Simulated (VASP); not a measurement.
GaN: single point with LDA

Crystal: GaN.

```xyz
4
Lattice="3.1830 0.0000 0.0000 -1.5915 2.7566 0.0000 0.0000 0.0000 5.1893" Properties=species:S:1:pos:R:3 pbc="T T T"
Ga    0.0000    1.8377   -0.0039
Ga    1.5915    0.9189    2.5907
N     0.0000    1.8377    1.9499
N     1.5915    0.9189    4.5445
```

```
Program             : VASP 6.6.1
Task                : single point
Functional          : LDA
Potentials or basis : VASP PAW LDA potentials, release 64 (Ga_d, N)
Cutoff              : 520 eV
k mesh              : 6 × 6 × 4
Occupations         : gaussian, width 0.01 eV
Spin                : no spin polarisation
```

| Quantity | Value |
| --- | --- |
| Pressure | -4.6 GPa |
| Band gap on the k mesh | 1.95 eV |

Stress tensor (GPa, compression positive):
```
-4.61  0.00  0.00
 0.00 -4.61  0.00
 0.00  0.00 -4.72
```

Levels at points of the mesh, in eV from the valence-band top:
```tsv
k point	band 14	band 15	band 16	band 17	band 18	band 19	band 20	band 21	band 22	band 23
(0.00, 0.00, 0.00)	-1.05	-1.05	-0.05	0.00	0.00	1.95	4.19	9.05	9.73	9.73
(0.50, 0.00, 0.00)	-5.36	-4.27	-2.78	-2.25	-1.01	4.92	5.49	5.91	8.47	10.21
(0.00, 0.00, 0.50)	-3.87	-0.54	-0.54	-0.54	-0.54	4.21	4.21	8.31	8.31	10.26
(0.50, 0.00, 0.50)	-6.69	-1.97	-1.97	-1.92	-1.92	4.29	4.29	7.62	7.62	9.82
```

It took 12 s on 1 thread of Intel(R) Xeon(R) 6975P-C (Granite Rapids), with other jobs on the host, peak memory 0.15 GiB.

Caveat: the cell stands under tension.
